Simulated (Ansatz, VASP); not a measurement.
## Hf in VASP and in Ansatz

File INCAR:

```
PREC = Accurate
ENCUT = 600
EDIFF = 1E-6
ISMEAR = -1
SIGMA = 0.1
LREAL = F
LASPH = T
NELM = 100
ALGO = Normal
ISIF = 3
LWAVE = F
LCHARG = F
IBRION = 2
NSW = 80
EDIFFG = -0.01
```

KPOINTS

```
regular mesh
0
Gamma
  11 11 3
```

The input POSCAR:

```
Hf
1.0
    3.1631972627      0.0000000000      0.0000000000
   -1.5815986313      2.7394091867      0.0000000000
    0.0000000000      0.0000000000     10.3310022599
Hf
4
Direct
    0.0000000000      0.0000000000      0.0000000000
    0.0000000000      0.0000000000      0.5000000000
    0.3333333333      0.6666666667      0.2500000000
    0.6666666667      0.3333333333      0.7500000000
```

Input for Ansatz:

```yaml
crystal:
  lattice:
    - [3.1631972627, 0.0, 0.0]
    - [-1.5815986313, 2.7394091867, 0.0]
    - [0.0, 0.0, 10.3310022599]
  atoms:
    - { symbol: Hf, position: [0.0, 0.0, 0.0] }
    - { symbol: Hf, position: [0.0, 0.0, 0.5] }
    - { symbol: Hf, position: [0.3333333333, 0.6666666667, 0.25] }
    - { symbol: Hf, position: [0.6666666667, 0.3333333333, 0.75] }
hamiltonian:
  xc: lda
  pseudopotentials:
    kind: paw
    azcp:
      Hf: "pseudopotentials/Hf.paw.azcp"
basis:
  ecutwfc: 420
  fft_grid_basis: typed
kpoints:
  mp_grid: { grid: [11, 11, 3], shift: [0, 0, 0] }
magnetization:
  spin_polarized: false
scf:
  occupations: { method: fermi_dirac, width: 0.1 }
relax:
  max_steps: 60
  f_tol: 0.01
  cell: {}
```

Alike in both runs: task relaxation of cell and atoms; functional LDA; k mesh 11 × 11 × 3; occupations fermi-dirac, width 0.1 eV; no spin polarisation.

|  | VASP | Ansatz |
| --- | --- | --- |
| version | VASP 6.6.1 | Ansatz 0.2.0 |
| potentials or method | VASP PAW LDA potentials, release 64 (Hf_pv), cutoff 600 eV | plane waves (420 eV) with PAW, scalar-relativistic |
| valence electrons in the cell | 40 | 104 |

```tsv
	VASP	Ansatz	Ansatz less VASP
relaxed volume (Å³/atom)	20.91	20.90	-0.003
relaxed cell length with the largest relative difference (Å)	9.973	9.975	+0.0019
```

Ansatz warns that its potentials were made for another functional, while VASP's fit it. LDA's correlation is that of Perdew and Zunger in VASP and of Perdew and Wang (1992) in Ansatz. VASP's potentials hold 40 valence electrons a cell and Ansatz's 104, so a difference there can come from the potentials and not from the codes.

Neither program's run includes spin-orbit coupling.
